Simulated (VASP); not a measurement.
# Si in VASP: a series of runs

Si is run at these levels: PBE; tasks: single point.

All numbers are computed with VASP 6.6.1; they aren't measurements. Logs are shortened: lines on timing, memory, paths and dates and some standing lists are left out, and cuts for length are marked.

## 1. The cell of the first run

The cell holds a slab with vacuum, 8 atoms: a = 3.851 Å, b = 3.851 Å, c = 25.349 Å, α = 90.00°, β = 90.00°, γ = 120.00°.

## 2. Single point, PBE

Input file INCAR:

```
ALGO = Normal ; DIPOL = 0.5 0.5 0.500
EDIFF = 1E-6 ; EFIELD = -1.5
ENCUT = 520 ; GGA = PE
IDIPOL = 3 ; ISIF = 2
ISMEAR = 0 ; LASPH = True
LCHARG = False ; LDIPOL = True
LREAL = False ; LWAVE = False
NBANDS = 26 ; NELM = 100
PREC = Accurate ; SIGMA = 0.05
```

Input file KPOINTS:

```
k-points
0
Gamma
  9 9 1
```

Input file POSCAR:

```
Si
1.0
    3.8512806415      0.0000000000      0.0000000000
   -1.9256403208      3.3353068727      0.0000000000
    0.0000000000      0.0000000000     25.3486477651
Si
8
Direct
    0.6666666667      0.3333333333      0.2958737708
    0.3333333333      0.6666666667      0.3274775758
    0.3333333333      0.6666666667      0.4214233220
    0.6666666667      0.3333333333      0.4530271269
    0.6666666667      0.3333333333      0.5469728731
    0.3333333333      0.6666666667      0.5785766780
    0.3333333333      0.6666666667      0.6725224242
    0.6666666667      0.3333333333      0.7041262292
```

Potentials or basis: VASP PAW PBE potentials, release 64 (Si).

Started as:

```
> cat potpaw_PBE.64/Si/POTCAR > POTCAR
> mpirun -np 1 vasp_std > vasp.out
```

OUTCAR:

```text
EDIFF = 1E-6
   ENCUT = 520
   GGA = PE
   ISIF = 2
   ISMEAR = 0
   LASPH = True
   LREAL = False
   NELM = 100
   PREC = Accurate

 ion  position               nearest neighbor table
   1  0.667  0.333  0.296-   2 2.36   2 2.36   2 2.36
   2  0.333  0.667  0.327-   1 2.36   1 2.36   1 2.36   3 2.38
   3  0.333  0.667  0.421-   4 2.36   4 2.36   4 2.36   2 2.38
   4  0.667  0.333  0.453-   3 2.36   3 2.36   3 2.36   5 2.38
   5  0.667  0.333  0.547-   6 2.36   6 2.36   6 2.36   4 2.38
   6  0.333  0.667  0.579-   5 2.36   5 2.36   5 2.36   7 2.38
   7  0.333  0.667  0.673-   8 2.36   8 2.36   8 2.36   6 2.38
   8  0.667  0.333  0.704-   7 2.36   7 2.36   7 2.36

  LATTYP: Found a hexagonal cell.
 ALAT       =     3.8512806415
 C/A-ratio  =     6.5818749981

  Lattice vectors:

 A1 = (   3.8512806415,   0.0000000000,   0.0000000000)
 A2 = (  -1.9256403208,   3.3353068727,   0.0000000000)
 A3 = (   0.0000000000,   0.0000000000,  25.3486477651)

Analysis of symmetry for initial positions (statically):
=====================================================================
 Subroutine PRICEL returns:
 Original cell was already a primitive cell.

 Routine SETGRP: Setting up the symmetry group for a
 hexagonal supercell.

 Subroutine GETGRP returns: Found 12 space group operations
 (whereof 12 operations were pure point group operations)
 out of a pool of 24 trial point group operations.

The static configuration has the point symmetry D_3h.

Analysis of symmetry for dynamics (positions and initial velocities):
=====================================================================
 An external electric field (EFIELD) may reduce the allowed symmetry operations
 Subroutine PRICEL returns:
 Original cell was already a primitive cell.

 Routine SETGRP: Setting up the symmetry group for a
 hexagonal supercell.

 Subroutine GETGRP returns: Found  6 space group operations
 (whereof  6 operations were pure point group operations)
 out of a pool of 24 trial point group operations.

The dynamic configuration has the point symmetry C_3v.

 Subroutine INISYM returns: Found  6 space group operations
 (whereof  6 operations are pure point group operations),
 and found     1 'primitive' translations

----------------------------------------------------------------------------------------

                                     Primitive cell

  volume of cell :     325.6085

  direct lattice vectors                    reciprocal lattice vectors
     3.851280641  0.000000000  0.000000000     0.259653890  0.149911243  0.000000000
    -1.925640321  3.335306873  0.000000000     0.000000000  0.299822487  0.000000000
     0.000000000  0.000000000 25.348647765     0.000000000  0.000000000  0.039449836

  length of vectors
     3.851280641  3.851280642 25.348647765     0.299822487  0.299822487  0.039449836

  position of ions in fractional coordinates (direct lattice)
     0.666666667  0.333333333  0.295873771
     0.333333333  0.666666667  0.327477576
     0.333333333  0.666666667  0.421423322
     0.666666667  0.333333333  0.453027127
     0.666666667  0.333333333  0.546972873
     0.333333333  0.666666667  0.578576678
     0.333333333  0.666666667  0.672522424
     0.666666667  0.333333333  0.704126229

  ion indices of the primitive-cell ions
   primitive index   ion index
                 1           1
                 2           2
                 3           3
                 4           4
                 5           5
                 6           6
                 7           7
                 8           8

----------------------------------------------------------------------------------------

 KPOINTS: k-points

Automatic generation of k-mesh.
 Grid dimensions read from file:
 generate k-points for:    9    9    1

 Generating k-lattice:

  Cartesian coordinates                     Fractional coordinates (reciprocal lattice)
     0.028850432  0.016656805  0.000000000     0.111111111  0.000000000  0.000000000
     0.000000000  0.033313610  0.000000000     0.000000000  0.111111111  0.000000000
     0.000000000  0.000000000  0.039449836     0.000000000  0.000000000  1.000000000

  Length of vectors
     0.033313610  0.033313610  0.039449836

  Shift w.r.t. Gamma in fractional coordinates (k-lattice)
     0.000000000  0.000000000  0.000000000

 Subroutine IBZKPT returns following result:
 ===========================================

 Found     12 irreducible k-points:

 Following reciprocal coordinates:
            Coordinates               Weight
  0.000000  0.000000  0.000000      1.000000
  0.111111 -0.000000  0.000000      6.000000
  0.222222 -0.000000  0.000000      6.000000
  0.333333  0.000000  0.000000      6.000000
  0.444444 -0.000000  0.000000      6.000000
  0.111111  0.111111  0.000000      6.000000
  0.222222  0.111111  0.000000     12.000000
  0.333333  0.111111  0.000000     12.000000
  0.444444  0.111111  0.000000      6.000000
  0.222222  0.222222  0.000000      6.000000
  0.333333  0.222222  0.000000     12.000000
  0.333333  0.333333  0.000000      2.000000
   k-points           NKPTS =     12   k-points in BZ     NKDIM =     12   number of bands    NBANDS=     26
   number of dos      NEDOS =    301   number of ions     NIONS =      8
   total plane-waves  NPLWV = 172800
   dimension x,y,z NGX =    30 NGY =   30 NGZ =  192
   dimension x,y,z NGXF=    60 NGYF=   60 NGZF=  384
   ions per type =               8
   NGX,Y,Z   is equivalent  to a cutoff of  12.95, 12.95, 12.59 a.u.
   NGXF,Y,Z  is equivalent  to a cutoff of  25.90, 25.90, 25.18 a.u.
 SYSTEM =  unknown system
   PREC   = accura    normal or accurate (medium, high low for compatibility)
   ISTART =      0    job   : 0-new  1-cont  2-samecut
   ICHARG =      2    charge: 1-file 2-atom 10-const
   ISPIN  =      1    spin polarized calculation?
   LNONCOLLINEAR =      F non collinear calculations
   LSORBIT =      F    spin-orbit coupling
   LASPH  =      T    aspherical Exc in radial PAW
   ENCUT  =  520.0 eV  38.22 Ry    6.18 a.u.   7.16  7.16 47.13*2*pi/ulx,y,z
   NELM   =    100;   NELMIN=  2; NELMDL= -5     # of ELM steps
   EDIFF  = 0.1E-05   stopping-criterion for ELM
   LREAL  =      F    real-space projection
[... 7 lines left out ...]
   TEBEG  =    0.0;   TEEND  =   0.0 temperature during run
   PSTRESS=    0.0 pullay stress
   NELECT =      32.0000    total number of electrons
   NUPDOWN=      -1.0000    fix difference up-down
   EMIN   =  10.00;   EMAX   =-10.00  energy-range for DOS
   EFERMI =   0.00;   METHOD = LEGACY
   ISMEAR =     0;   SIGMA  =   0.05  broadening in eV -4-tet -1-fermi 0-gaus
   EFERMI_NEDOS =   21; number of points for ismear=-14 and -15
   IALGO  =     38    algorithm
   IMIX   =      4    mixing-type and parameters
     AMIX     =   0.40;   BMIX     =  1.00
     AMIX_MAG =   1.60;   BMIX_MAG =  1.00
  volume/ion in A,a.u.               =      40.70       274.66
  Fermi-wavevector in a.u.,A,eV,Ry     =   0.755486  1.427661  7.765642  0.570759
  Thomas-Fermi vector in A             =   1.853391
   LORBIT       =      0    0 simple, 1 ext, 2 COOP (PROOUT), +10 PAW based schemes
   GGA     = PE    functional components
   LHFCALC =     F    Hartree Fock is set to
   AEXX    =    0.0000 exact exchange contribution
   IVDW    =     0    specifies the selected vdW correction
   LEPSILON=     F    determine dielectric tensor
   LRPA    =     F    only Hartree local field effects (RPA)
 non-spin polarized calculation
 Gauss-broadening in eV      SIGMA  =   0.05
  energy-cutoff  :      520.00
  volume of cell :      325.61
 maximum number of plane-waves:      8823
 NGX is ok and might be reduce to    30
   NGX = 15   NGY = 15   NGZ = 95

 dipolmoment           0.000000      0.000000      0.000000 electrons x Angstroem

 dipolmoment           0.000000      0.000000    -13.986396 electrons x Angstroem

 number of electron      32.0000002 magnetization

 dipolmoment           0.000000      0.000000     -1.558137 electrons x Angstroem

 Free energy of the ion-electron system (eV)
  ---------------------------------------------------
  ext. energy  EPLUGINS =         0.00000000
  ---------------------------------------------------
  free energy    TOTEN  =       -41.77012705 eV

  energy without entropy =      -41.76649208  energy(sigma->0) =      -41.76830957

 E-fermi :   0.0049     XC(G=0):  -5.4927

 val. band max:       -0.0900833685   @ k =   0.1111  -0.0000   0.0000
 cond. band min:       0.0105870198   @ k =   0.0000   0.0000   0.0000
 fundamental gap:      0.1006703883
 Fermi energy:         0.0049382564

 k-point     1 :       0.0000    0.0000    0.0000
  band No.  band energies     occupation
      1     -11.6755      2.00000
      2     -11.1116      2.00000
      3     -10.3609      2.00000
      4      -9.7640      2.00000
      5      -6.2046      2.00000
      6      -4.6263      2.00000
[... 18 lines left out ...]
     25       3.1363      0.00000
     26       3.2139      0.00000

 k-point     2 :       0.1111   -0.0000    0.0000
  band No.  band energies     occupation
      1     -11.5342      2.00000
      2     -10.9708      2.00000
      3     -10.2191      2.00000
      4      -9.6195      2.00000
      5      -6.1409      2.00000
      6      -4.5899      2.00000
[... 18 lines left out ...]
     25       3.3897      0.00000
[... 260 lines left out ...]
     25       4.5409      0.00000
     26       4.6798      0.00000

 k-point    12 :       0.3333    0.3333    0.0000
  band No.  band energies     occupation
      1      -8.6459      2.00000
      2      -8.6449      2.00000
      3      -8.4370      2.00000
      4      -7.3362      2.00000
      5      -7.0842      2.00000
      6      -6.7887      2.00000
[... 18 lines left out ...]
     25       4.5100      0.00000
     26       4.8177      0.00000

------------------------ aborting loop because EDIFF is reached ----------------------------------------

 vacuum level on the upper side and lower side of the slab       (xc-potential included)         6.886        -9.109

  FORCE on cell =-STRESS in cart. coord.  units (eV):
  Direction    XX          YY          ZZ          XY          YZ          ZX
  --------------------------------------------------------------------------------------
  -------------------------------------------------------------------------------------
  Total        0.0673790      0.0673790     -1.1319206     -0.0000000      0.0000000     -0.0000000
  in kB        0.3315425      0.3315425     -5.5696869     -0.0000000      0.0000000     -0.0000000
  external PRESSURE =      -1.6355340 kB  Pullay stress =       0.0000000 kB

 VOLUME and BASIS-vectors are now :
 -----------------------------------------------------------------------------
  energy-cutoff  :      520.00
  volume of cell :      325.61
      direct lattice vectors                 reciprocal lattice vectors
     3.851280641  0.000000000  0.000000000     0.259653890  0.149911243  0.000000000
    -1.925640321  3.335306873  0.000000000     0.000000000  0.299822487  0.000000000
     0.000000000  0.000000000 25.348647765     0.000000000  0.000000000  0.039449836

 POSITION                                       TOTAL-FORCE (eV/Angst)
 -----------------------------------------------------------------------------------
      1.92564      1.11177      7.50000         0.000000      0.000000      0.434195
     -0.00000      2.22354      8.30111        -0.000000     -0.000000     -0.640191
     -0.00000      2.22354     10.68251         0.000000      0.000000      0.232120
      1.92564      1.11177     11.48363         0.000000      0.000000     -0.034162
      1.92564      1.11177     13.86502        -0.000000      0.000000      0.036612
     -0.00000      2.22354     14.66614        -0.000000      0.000000     -0.240419
     -0.00000      2.22354     17.04753         0.000000     -0.000000      0.843440
      1.92564      1.11177     17.84865         0.000000      0.000000     -0.631594
 -----------------------------------------------------------------------------------
    total drift:                                0.000000     -0.000000      0.034238

  FREE ENERGIE OF THE ION-ELECTRON SYSTEM (eV)
  ---------------------------------------------------
  free  energy   TOTEN  =       -41.7701270536 eV

  energy  without entropy=      -41.7664920768  energy(sigma->0) =      -41.76830957

 vacuum level on the upper side and lower side of the slab        12.651        -2.890
```

It took 4.6 min on 1 thread of Intel Xeon 6975P-C (Granite Rapids), shared host; peak memory 0.42 GiB.

What came out:

```yaml
Free_energy: -41.7701 eV
Largest_force: 0.843 eV/Å
Band_gap_on_the_k_mesh: zero (bands 16 and 17 overlap by 0.32 eV)
```

Forces on the atoms (eV/Å):
```
Si   0.000  0.000  0.434
Si   0.000  0.000 -0.640
Si   0.000  0.000  0.232
Si   0.000  0.000 -0.034
Si   0.000  0.000  0.037
Si   0.000  0.000 -0.240
Si   0.000  0.000  0.843
Si   0.000  0.000 -0.632
```

## 3. Single point, PBE, collinear spin

Input file INCAR:

```
  PREC = Accurate
  ENCUT = 520
  EDIFF = 1E-6
  ISMEAR = 0
  SIGMA = 0.05
  LREAL = F
  LASPH = T
  NELM = 150
  ALGO = Normal
  ISIF = 2
  LWAVE = F
  LCHARG = F
  ISPIN = 2
  MAGMOM = 1 1 0 0 0 0 1 1
  LORBIT = 11
  LDIPOL = T
  IDIPOL = 3
  DIPOL = 0.5 0.5 0.500
  GGA = PE
  NBANDS = 30
```

Input file KPOINTS:

```
regular mesh
0
Gamma
  9 9 1
```

POSCAR is that of step 2.

Potentials or basis: VASP PAW PBE potentials, release 64 (Si).

Started as:

```
> cat potpaw_PBE.64/Si/POTCAR > POTCAR
> mpirun -np 1 vasp_std > vasp.out
```

Wall time 5 min (1 thread of Intel Xeon 6975P-C (Granite Rapids), shared host); peak memory 0.62 GiB.

Results (log left out):

```yaml
Free_energy: -40.8069 eV
Largest_force: 0.603 eV/Å
Net_moment: 1.82 μB per cell
Site_moments: Si +0.22, +0.02, +0.05 (each value once) μB
Valence_electrons_inside_the_program's_atomic_spheres: Si 1.64, 1.67, 1.68 (each value once)
```

Forces in eV/Å, atoms in the order of the input:
```
Si   0.000  0.000  0.441
Si   0.000  0.000 -0.603
Si   0.000  0.000  0.209
Si   0.000  0.000 -0.064
Si   0.000  0.000  0.064
Si   0.000  0.000 -0.209
Si   0.000  0.000  0.603
Si   0.000  0.000 -0.441
```

Levels at points of the mesh, in eV from the Fermi level:
Spin up:
```csv
k point,band 13,band 14,band 15,band 16,band 17,band 18,band 19,band 20,band 21,band 22
"(0.00, 0.00, 0.00)",-0.42,-0.42,-0.05,-0.05,0.22,1.23,1.71,2.33,2.33,2.55
```
Spin down:
| k point | band 13 | band 14 | band 15 | band 16 | band 17 | band 18 |
| --- | --- | --- | --- | --- | --- | --- |
| (0.00, 0.00, 0.00) | -0.27 | -0.03 | 0.06 | 0.06 | 0.87 | 1.39 |
